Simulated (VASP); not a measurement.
A run of VASP 6.6.1 is set up as follows.

INCAR

```
ALGO = Normal
EDIFF = 1E-7
ENCUT = 520
GGA = PS
ISIF = 2
ISMEAR = 0
LASPH = T
LCHARG = F
LREAL = F
LWAVE = F
NBANDS = 11
NELM = 80
PREC = Accurate
SIGMA = 0.05
```

File KPOINTS:

```
k-points
0
Gamma
  14 14 14
```

The input POSCAR:

```
Pt
1.0
    0.0000000000      1.9586106373      1.9586106373
    1.9586106373      0.0000000000      1.9586106373
    1.9586106373      1.9586106373      0.0000000000
Pt
1
Direct
    0.0000000000      0.0000000000      0.0000000000
```

Potentials or basis: VASP PAW PBE potentials, release 64 (Pt).

Command:

```console
$ cat potpaw_PBE.64/Pt/POTCAR > POTCAR
$ mpirun -np 1 vasp_std > vasp.out
```

Q: What does it give for the band gap on the k mesh?

A: Zero (band 5 reaches 11.66 eV, above the bottom of band 6 at 9.42 eV).

Q: Predict the pressure.

A: -0.4 GPa.

Caveat: the PAW data sets were made with another functional, which shifts forces and pressure a little; spin-orbit coupling is left out, which moves the levels of the heavy elements.
